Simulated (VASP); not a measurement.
Runs of VASP 6.6.1 on Ru. The structure is that of space group P6_3/mmc (No. 194), or close to it. The cells are those of the table. 

```tsv
cell	further INCAR settings	gap on the mesh (eV)	pressure (GPa)
a = 2.706, b = 2.706, c = 4.389 Å, angles 90.0, 90.0, 120.0°, 2 atoms	ALGO = Fast; EDIFF = 1e-06; NBANDS = 21	none	(a)
a = 2.706, b = 2.706, c = 3.961 Å, angles 90.0, 90.0, 120.0°, 2 atoms	ALGO = Fast; EDIFF = 1e-07; NBANDS = 21	none	22.0
a = 2.706, b = 2.706, c = 4.710 Å, angles 90.0, 90.0, 120.0°, 2 atoms	ALGO = Fast; EDIFF = 1e-07; NBANDS = 21	none	(b)
a = 2.706, b = 2.706, c = 4.603 Å, angles 90.0, 90.0, 120.0°, 2 atoms	ALGO = Fast; EDIFF = 1e-07; NBANDS = 21	none	-29.0
a = 2.706, b = 2.706, c = 4.068 Å, angles 90.0, 90.0, 120.0°, 2 atoms	ALGO = Fast; EDIFF = 1e-07; NBANDS = 21	none	8.5
a = 2.706, b = 2.706, c = 3.854 Å, angles 90.0, 90.0, 120.0°, 2 atoms	ALGO = Fast; EDIFF = 1e-06; NBANDS = 21	none	38.2
```

Alike in all rows: task single point; level LDA; potentials or basis VASP PAW LDA potentials, release 64 (Ru_pv); no spin polarisation; k mesh 21 × 21 × 12; cutoff (eV) 520; smearing gaussian 0.15 eV.

Question: Estimate the missing entries.

Answer: (a) -18.8; (b) -32.5.

A k mesh can miss the band edges, and the runs leave out spin-orbit coupling on Ru.

A gap of «none» marks levels without a gap at the run's occupations.
